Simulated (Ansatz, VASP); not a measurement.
## Yb in VASP and in Ansatz

```
CELL_PARAMETERS angstrom
0.00000 2.61179 2.75544
2.61179 0.00000 2.75544
2.61179 2.61179 0.00000
ATOMIC_POSITIONS crystal
Yb 0.00000 0.00000 0.00000
```

Change from the starting cell: engineering shear strain xz +0.0000, normal strain along z +0.0550.

Alike in both runs: task single point; functional PBE; k mesh 14 × 14 × 14; occupations gaussian, width 0.15 eV; no spin polarisation.

```csv
,VASP,Ansatz
version,VASP 6.6.1,Ansatz 0.2.0
potentials or method,"VASP PAW PBE potentials, release 64 (Yb), cutoff 520 eV","scalar-relativistic, plane waves, PAW"
valence electrons in the cell,24,24
```

```tsv
	VASP	Ansatz	Ansatz less VASP
gap on the k mesh at the Fermi level (eV)	none	none	-
pressure (GPa)	-1.2	-0.9	+0.28
traceless stress, the component that is largest in VASP (GPa)	-0.41	-0.40	+0.008
```

A gap of «none» marks a metal or a gap that the smearing closes.

Spin-orbit coupling is off throughout.
